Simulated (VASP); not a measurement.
# Ta32F (a cell with a defect) in VASP: relaxation of the atoms with PBE

Aim: the relaxation of the atoms of Ta32F (a cell with a defect) with PBE.

All numbers are computed with VASP 6.6.1; they aren't measurements. Logs are shortened: lines on timing, memory, paths and dates and some standing lists are left out, and cuts for length are marked.

## (1) The cell of the first run

The cell holds a defect, 33 atoms: a = 9.392 Å, b = 9.392 Å, c = 9.392 Å, α = 60.00°, β = 60.00°, γ = 60.00°.

## (2) Relaxation of the atoms, PBE

INCAR reads:

```
SYSTEM = Ta32F
PREC     = Accurate       ! precision mode
ENCUT    = 520            ! plane-wave cutoff, eV
EDIFF    = 1E-6           ! SCF threshold, eV
ISMEAR   = 1              ! smearing method
SIGMA    = 0.1            ! smearing width, eV
LREAL    = Auto         
LASPH    = .TRUE.         ! aspherical terms in the spheres
NELM     = 60             ! most SCF steps
ALGO     = Normal         ! electronic algorithm
ISIF     = 2              ! what is computed and relaxed
LWAVE    = .FALSE.        ! write WAVECAR
LCHARG   = .FALSE.        ! write CHGCAR
GGA      = PE             ! functional
IBRION   = 2              ! ionic algorithm
NSW      = 90             ! ionic steps
EDIFFG   = -0.02          ! ionic threshold
```

KPOINTS reads:

```
Automatic mesh
0
G
  1 1 1
  0 0 0
```

POSCAR reads:

```
Ta32F
1.0
    0.0000000000      6.6414755500      6.6414755500
    6.6414755500      0.0000000000      6.6414755500
    6.6414755500      6.6414755500      0.0000000000
Ta F
32 1
Direct
   -0.0081817200     -0.0076616100      0.0076872300
    0.1200919400      0.1206281200      0.1327876300
    0.2500870800      0.2506183500      0.2493883300
    0.3750000000      0.3750000000      0.3750000000
   -0.0006134100     -0.0000873400      0.5000791700
    0.1200793700      0.1206205800      0.6259527000
    0.2500000000      0.2500000000      0.7500000000
    0.3750000000      0.3750000000      0.8750000000
    0.0004297100      0.4983862500     -0.0009728400
    0.1258439100      0.6241587900      0.1247187600
    0.2500000000      0.7500000000      0.2500000000
    0.3759647500      0.8833370400      0.3700817900
    0.0000000000      0.5000000000      0.5000000000
    0.1250000000      0.6250000000      0.6250000000
    0.2516110800      0.7495644200      0.7478427600
    0.3734963700      0.8671877300      0.8793933900
    0.4978603700      0.0009673000     -0.0009753200
    0.6236333700      0.1263681000      0.1247043100
    0.7490266300      0.2521701900      0.2504417000
    0.8828139500      0.3765041600      0.3700773400
    0.4978317500      0.0009760200      0.5016384100
    0.6250000000      0.1250000000      0.6250000000
    0.7490287700      0.2521379600      0.7478559800
    0.8666559600      0.3740461400      0.8793810500
    0.4993810200      0.4999125700      0.0000874500
    0.6293819800      0.6299222200      0.1166483400
    0.7576643600      0.7581774700      0.2418440200
    0.8747297100      0.8752745400      0.3758455000
    0.5000000000      0.5000000000      0.5000000000
    0.6293727100      0.6299076800      0.6234986700
    0.7500792600      0.7506201400      0.7493739700
    0.8747123200      0.8752860300      0.8736335600
    0.2500000000      0.5000000000      0.5000000000
```

Potentials or basis: VASP PAW PBE potentials, release 64 (Ta_pv, F).

Run with:

```console
$ cat potpaw_PBE.64/Ta_pv/POTCAR potpaw_PBE.64/F/POTCAR > POTCAR
$ mpirun -np 1 vasp_gam > vasp.out
```

OUTCAR:

```text
SYSTEM = Ta32F
   PREC = Accurate
   ENCUT = 520
   EDIFF = 1E-6
   ISMEAR = 1
   LREAL = Auto
   LASPH = .TRUE.
   NELM = 60
   ISIF = 2
   GGA = PE
   IBRION = 2
   NSW = 90
   EDIFFG = -0.02

 ion  position               nearest neighbor table
   1  0.992  0.992  0.008-  28 2.82  10 2.83  18 2.83  32 2.83   2 2.93  16 2.93  24 2.93   6 2.93
                            27 3.11  11 3.33  19 3.34  15 3.34  23 3.34   7 3.43
   2  0.120  0.121  0.133-   5 2.82  11 2.84  19 2.85   3 2.89   9 2.90  17 2.90   1 2.93   7 2.94
                            28 3.26  20 3.28  12 3.28  16 3.37  24 3.37   8 3.38
   3  0.250  0.251  0.249-  20 2.82  12 2.82  10 2.86  18 2.86   8 2.87   4 2.88   6 2.89   2 2.89
                            25 3.31  13 3.32  21 3.32  17 3.32   9 3.32   5 3.33
   4  0.375  0.375  0.375-  33 1.66  21 2.87  19 2.87   3 2.88  25 2.88  11 2.88  13 2.88  29 2.88
                             7 2.88  18 3.31  10 3.32  22 3.32  14 3.32   6 3.38  26 3.38
   5  0.999  1.000  0.500-   6 2.82   2 2.82  28 2.86  32 2.86  22 2.87  14 2.88  12 2.89  20 2.89
                            31 3.31  11 3.32  15 3.32  19 3.32  23 3.32   3 3.33
   6  0.120  0.121  0.626-   5 2.82  23 2.85  15 2.85   3 2.89  21 2.90  13 2.91   1 2.93   7 2.94
                            32 3.26  20 3.28  12 3.28  24 3.37  16 3.37   4 3.38
   7  0.250  0.250  0.750-  33 2.35   8 2.88  14 2.88  22 2.88   4 2.88   2 2.94  16 2.94  24 2.94
                             6 2.94  17 3.30  21 3.30   9 3.30  29 3.32  13 3.32   1 3.43
   8  0.375  0.375  0.875-  23 2.87  17 2.87  25 2.87   3 2.87  15 2.87   9 2.87   7 2.88  29 2.88
                            18 3.31  10 3.31  22 3.32  14 3.32   2 3.38  30 3.38
   9  0.000  0.498  0.999-  26 2.85  20 2.85  14 2.87   8 2.87  10 2.89  32 2.89   2 2.90  24 2.90
[... 32 lines left out ...]
                             3 3.31  11 3.32  19 3.32  23 3.32  15 3.32  31 3.33
  26  0.629  0.630  0.117-  31 2.82  17 2.85   9 2.85  25 2.89  19 2.90  11 2.91  27 2.93  29 2.94
                            32 3.26  16 3.28  24 3.28  12 3.37  20 3.37   4 3.38
  27  0.758  0.758  0.242-  28 2.82  10 2.83  18 2.83  32 2.83  30 2.93  20 2.93  12 2.93  26 2.93
                             1 3.11  13 3.33  21 3.34   9 3.34  17 3.34  29 3.43
  28  0.875  0.875  0.376-   1 2.82  27 2.82  31 2.86   5 2.86  11 2.88  13 2.88  19 2.89  21 2.89
                             2 3.26  30 3.26  22 3.31  14 3.32  18 3.34  10 3.34
  29  0.500  0.500  0.500-  33 2.35   8 2.88  14 2.88  22 2.88   4 2.88  30 2.94  20 2.94  12 2.94
                            26 2.94  23 3.30  19 3.30  15 3.30   7 3.32  11 3.32  27 3.43
  30  0.629  0.630  0.623-  31 2.82  13 2.84  21 2.85  25 2.89  15 2.90  23 2.90  27 2.93  29 2.94
                            28 3.26  24 3.28  16 3.28  12 3.37  20 3.37   8 3.38
  31  0.750  0.751  0.749-  26 2.82  30 2.82  28 2.86  32 2.86  22 2.87  14 2.88  24 2.89  16 2.89
                             5 3.31  21 3.32  13 3.32  17 3.32   9 3.32  25 3.33
  32  0.875  0.875  0.874-  27 2.83   1 2.83   5 2.86  31 2.86  23 2.89  17 2.89  15 2.89   9 2.89
                            26 3.26   6 3.26  22 3.31  14 3.31  18 3.34  10 3.34
  33  0.250  0.500  0.500-   4 1.66  14 1.66  11 2.35  13 2.35   7 2.35  29 2.35

  LATTYP: Found a face centered cubic cell.
 ALAT       =    13.2829511000

  Lattice vectors:

 A1 = (   0.0000000000,   6.6414755500,   6.6414755500)
 A2 = (   6.6414755500,   0.0000000000,   6.6414755500)
 A3 = (   6.6414755500,   6.6414755500,   0.0000000000)

Analysis of symmetry for initial positions (statically):
=====================================================================
 Subroutine PRICEL returns:
 Original cell was already a primitive cell.

 Routine SETGRP: Setting up the symmetry group for a
 face centered cubic supercell.

 Subroutine GETGRP returns: Found  1 space group operations
 (whereof  1 operations were pure point group operations)
 out of a pool of 48 trial point group operations.

The static configuration has the point symmetry C_1 .

Analysis of symmetry for dynamics (positions and initial velocities):
=====================================================================
 Subroutine PRICEL returns:
 Original cell was already a primitive cell.

 Routine SETGRP: Setting up the symmetry group for a
 face centered cubic supercell.

 Subroutine GETGRP returns: Found  1 space group operations
 (whereof  1 operations were pure point group operations)
 out of a pool of 48 trial point group operations.

The dynamic configuration has the point symmetry C_1 .

 Subroutine INISYM returns: Found  1 space group operations
 (whereof  1 operations are pure point group operations),
 and found     1 'primitive' translations

----------------------------------------------------------------------------------------
[... 109 lines left out ...]

 Following reciprocal coordinates:
            Coordinates               Weight
  0.000000  0.000000  0.000000      1.000000
   k-points           NKPTS =      1   k-points in BZ     NKDIM =      1   number of bands    NBANDS=    215
   number of dos      NEDOS =    301   number of ions     NIONS =     33
   total plane-waves  NPLWV = 343000
   dimension x,y,z NGX =    70 NGY =   70 NGZ =   70
   dimension x,y,z NGXF=   140 NGYF=  140 NGZF=  140
   ions per type =              32   1
   NGX,Y,Z   is equivalent  to a cutoff of  12.39, 12.39, 12.39 a.u.
   NGXF,Y,Z  is equivalent  to a cutoff of  24.78, 24.78, 24.78 a.u.
 SYSTEM =  Ta32F
   PREC   = accura    normal or accurate (medium, high low for compatibility)
   ISTART =      0    job   : 0-new  1-cont  2-samecut
   ICHARG =      2    charge: 1-file 2-atom 10-const
   ISPIN  =      1    spin polarized calculation?
   LNONCOLLINEAR =      F non collinear calculations
   LSORBIT =      F    spin-orbit coupling
   LASPH  =      T    aspherical Exc in radial PAW
   ENCUT  =  520.0 eV  38.22 Ry    6.18 a.u.  17.46 17.46 17.46*2*pi/ulx,y,z
   NELM   =     60;   NELMIN=  2; NELMDL= -5     # of ELM steps
   EDIFF  = 0.1E-05   stopping-criterion for ELM
   LREAL  =      T    real-space projection
   EDIFFG = -.2E-01   stopping-criterion for IOM
   NSW    =     90    number of steps for IOM
   IBRION =      2    ionic relax: 0-MD 1-quasi-New 2-CG
   NFREE  =      1    steps in history (QN), initial steepest desc. (CG)
   ISIF   =      2    stress and relaxation
   ISYM   =      2    0-nonsym 1-usesym 2-fastsym
   POTIM  = 0.5000    time-step for ionic-motion
   TEBEG  =    0.0;   TEEND  =   0.0 temperature during run
   PSTRESS=    0.0 pullay stress
   NELECT =     359.0000    total number of electrons
   NUPDOWN=      -1.0000    fix difference up-down
   EMIN   =  10.00;   EMAX   =-10.00  energy-range for DOS
   EFERMI =   0.00;   METHOD = LEGACY
   ISMEAR =     1;   SIGMA  =   0.10  broadening in eV -4-tet -1-fermi 0-gaus
   EFERMI_NEDOS =   21; number of points for ismear=-14 and -15
   IALGO  =     38    algorithm
   IMIX   =      4    mixing-type and parameters
     AMIX     =   0.40;   BMIX     =  1.00
     AMIX_MAG =   1.60;   BMIX_MAG =  1.00
  volume/ion in A,a.u.               =      17.75       119.81
  Fermi-wavevector in a.u.,A,eV,Ry     =   1.390481  2.627628 26.306014  1.933438
  Thomas-Fermi vector in A             =   2.514412
   LORBIT       =      0    0 simple, 1 ext, 2 COOP (PROOUT), +10 PAW based schemes
   GGA     = PE    functional components
   LHFCALC =     F    Hartree Fock is set to
   AEXX    =    0.0000 exact exchange contribution
   IVDW    =     0    specifies the selected vdW correction
   LEPSILON=     F    determine dielectric tensor
   LRPA    =     F    only Hartree local field effects (RPA)
 conjugate gradient relaxation of ions
 non-spin polarized calculation
 Methfessel and Paxton  Order N= 1 SIGMA  =   0.10
  energy-cutoff  :      520.00
  volume of cell :      585.90
 maximum number of plane-waves:      7833
 NGX is ok and might be reduce to    70
   NGX = 35   NGY = 35   NGZ = 35

--------------------------------------- Ionic step        1  -------------------------------------------

 number of electron     359.0000010 magnetization

 Free energy of the ion-electron system (eV)
  ---------------------------------------------------
  ext. energy  EPLUGINS =         0.00000000
  ---------------------------------------------------
  free energy    TOTEN  =      -388.64872781 eV

  energy without entropy =     -388.62033875  energy(sigma->0) =     -388.63926479

------------------------ aborting loop because EDIFF is reached ----------------------------------------

  FORCE on cell =-STRESS in cart. coord.  units (eV):
  Direction    XX          YY          ZZ          XY          YZ          ZX
  --------------------------------------------------------------------------------------
  -------------------------------------------------------------------------------------
  Total       25.8301463    -23.8185488    -26.1048123     -0.0000549      0.0018141     -0.0002135
  in kB       70.6339866    -65.1331600    -71.3850763     -0.0001501      0.0049608     -0.0005837
  external PRESSURE =     -21.9614166 kB  Pullay stress =       0.0000000 kB
[... 182 lines left out ...]
  FREE ENERGIE OF THE ION-ELECTRON SYSTEM (eV)
  ---------------------------------------------------
  free  energy   TOTEN  =      -394.6722432253 eV

  energy  without entropy=     -394.6456134448  energy(sigma->0) =     -394.66336663

[... ionic steps 4 to 13 ...]

--------------------------------------- Ionic step       14  -------------------------------------------

 number of electron     359.0000008 magnetization

------------------------ aborting loop because EDIFF is reached ----------------------------------------
[... 129 lines left out ...]
--------------------------------------- Ionic step       16  -------------------------------------------

 number of electron     359.0000007 magnetization

 Free energy of the ion-electron system (eV)
  ---------------------------------------------------
  ext. energy  EPLUGINS =         0.00000000
  ---------------------------------------------------
  free energy    TOTEN  =      -395.36573028 eV

  energy without entropy =     -395.32446997  energy(sigma->0) =     -395.35197684

 E-fermi :   5.5423     XC(G=0): -12.5796

 val. band max:        5.5114146807   @ k =   0.0000   0.0000   0.0000
 cond. band min:       5.9905986588   @ k =   0.0000   0.0000   0.0000
 fundamental gap:      0.4791839781
 Fermi energy:         5.5422905455

 k-point     1 :       0.0000    0.0000    0.0000
  band No.  band energies     occupation
      1     -29.3169      2.00000
      2     -29.0267      2.00000
      3     -28.8571      2.00000
      4     -28.8569      2.00000
      5     -28.8071      2.00000
      6     -28.8069      2.00000
[... 183 lines left out ...]
    190       6.6787     -0.00000
    191       6.7509     -0.00000
 [bands above 191 left out]

------------------------ aborting loop because EDIFF is reached ----------------------------------------

  FORCE on cell =-STRESS in cart. coord.  units (eV):
  Direction    XX          YY          ZZ          XY          YZ          ZX
  --------------------------------------------------------------------------------------
  -------------------------------------------------------------------------------------
  Total      -15.8739279    -25.4391349    -25.4791588      0.0000337      0.0013044      0.0000520
  in kB      -43.4081477    -69.5647439    -69.6741915      0.0000921      0.0035668      0.0001423
  external PRESSURE =     -60.8823610 kB  Pullay stress =       0.0000000 kB
[... 48 lines left out ...]
  FREE ENERGIE OF THE ION-ELECTRON SYSTEM (eV)
  ---------------------------------------------------
  free  energy   TOTEN  =      -395.3657302821 eV

  energy  without entropy=     -395.3244699699  energy(sigma->0) =     -395.35197684

 reached required accuracy - stopping structural energy minimisation
```

Wall time 31 min (1 thread of Oxide Virtual Turin-like, shared host); peak memory 0.76 GiB.

What came out:

- Free energy: -395.3657 eV
- Energy gained by relaxing: 203.5 meV/atom
- Ionic steps: 16
- Pressure after relaxing: -6.1 GPa
- Largest force after relaxing: 0.017 eV/Å
- Band gap on the k mesh: zero (an odd number of electrons rules out a gap without spin polarisation)

Forces in eV/Å, atoms in the order of the input:
```
Ta   0.000 -0.005  0.006
Ta   0.000  0.001  0.008
Ta   0.005  0.000  0.003
Ta   0.013 -0.003  0.000
Ta  -0.006  0.001 -0.003
Ta  -0.002  0.002  0.001
Ta   0.000 -0.002  0.001
Ta   0.003 -0.002  0.000
Ta   0.000 -0.001  0.006
Ta   0.002 -0.003  0.000
Ta   0.000 -0.004  0.007
Ta   0.002  0.002 -0.001
Ta   0.000 -0.005 -0.007
Ta  -0.006 -0.003  0.000
Ta   0.001 -0.001 -0.006
Ta   0.000  0.001  0.008
Ta   0.000  0.014  0.007
Ta   0.009 -0.001  0.000
Ta  -0.001 -0.001 -0.006
Ta  -0.001  0.001 -0.008
Ta  -0.001 -0.001  0.006
Ta  -0.003 -0.002  0.000
Ta   0.000  0.015 -0.008
Ta   0.002  0.002  0.001
Ta   0.005  0.000 -0.003
Ta  -0.003  0.002 -0.001
Ta   0.000 -0.006 -0.006
Ta  -0.002 -0.003  0.000
Ta   0.000 -0.002 -0.001
Ta   0.001  0.001 -0.008
Ta  -0.005  0.000  0.003
Ta  -0.009 -0.001  0.000
F   -0.004  0.002  0.001
```

Step by step:
```
step  energy change (eV)  largest force (eV/Å)  pressure (GPa)
   1              0.0000               20.2080           -2.20
   2              3.1170               12.4332            0.94
   3             -6.0235                1.6882           -5.76
   4             -6.0577                1.5959           -5.80
   5             -6.0649                1.5327           -5.82
   6             -6.5688                0.3998           -5.96
   7             -6.5815                0.4008           -5.92
   8             -6.6570                0.3248           -5.97
   9             -6.6917                0.3975           -5.99
  10             -6.7113                0.2232           -6.08
  11             -6.7119                0.1281           -6.07
  12             -6.7158                0.0447           -6.09
  13             -6.7158                0.0446           -6.09
  14             -6.7167                0.0227           -6.09
  15             -6.7167                0.0276           -6.09
  16             -6.7170                0.0172           -6.09
```

Final structure:
```
Ta F
1.0
     0.00000    6.64148    6.64148
     6.64148    0.00000    6.64148
     6.64148    6.64148    0.00000
Ta F
32 1
Direct
  0.00077 0.00012 0.99988
  0.12499 0.12478 0.12448
  0.25103 0.24550 0.24502
  0.40202 0.34799 0.34762
  0.99501 0.00845 0.50104
  0.12662 0.12599 0.62285
  0.24971 0.24216 0.75784
  0.37285 0.37715 0.87394
  0.99507 0.50145 0.00787
  0.12673 0.62327 0.12544
  0.24972 0.75812 0.24188
  0.37285 0.87454 0.37662
  0.99189 0.50029 0.49971
  0.09763 0.65237 0.65200
  0.24857 0.75494 0.75438
  0.37424 0.87552 0.87522
  0.49841 0.00027 0.99973
  0.63267 0.11732 0.11664
  0.75789 0.24562 0.24507
  0.87448 0.37575 0.37500
  0.50439 0.99213 0.49855
  0.62394 0.12606 0.62285
  0.74973 0.25158 0.74842
  0.87546 0.37715 0.87401
  0.50450 0.49896 0.99155
  0.62401 0.62338 0.12546
  0.74987 0.74921 0.25079
  0.87544 0.87456 0.37673
  0.50784 0.50029 0.49971
  0.62523 0.62500 0.62425
  0.74154 0.75498 0.75451
  0.86663 0.88337 0.88268
  0.24926 0.50077 0.49925
```

Levels at points of the mesh, in eV from the Fermi level:
| k point | band 177 | band 178 | band 179 | band 180 | band 181 | band 182 | band 183 | band 184 |
| --- | --- | --- | --- | --- | --- | --- | --- | --- |
| (0.00, 0.00, 0.00) | -0.75 | -0.69 | -0.03 | -0.03 | 0.45 | 0.56 | 0.71 | 0.71 |

Caveat: the k points lie up to 0.82 Å⁻¹ apart, too coarse for converged energies and pressures of a metal; spin-orbit coupling is left out, which moves the levels of the heavy elements; an odd number of electrons without spin polarisation forces a metal; a magnetic or distorted state may lie lower.

The gap in the log of VASP goes by the Fermi energy; the results here count the filled bands.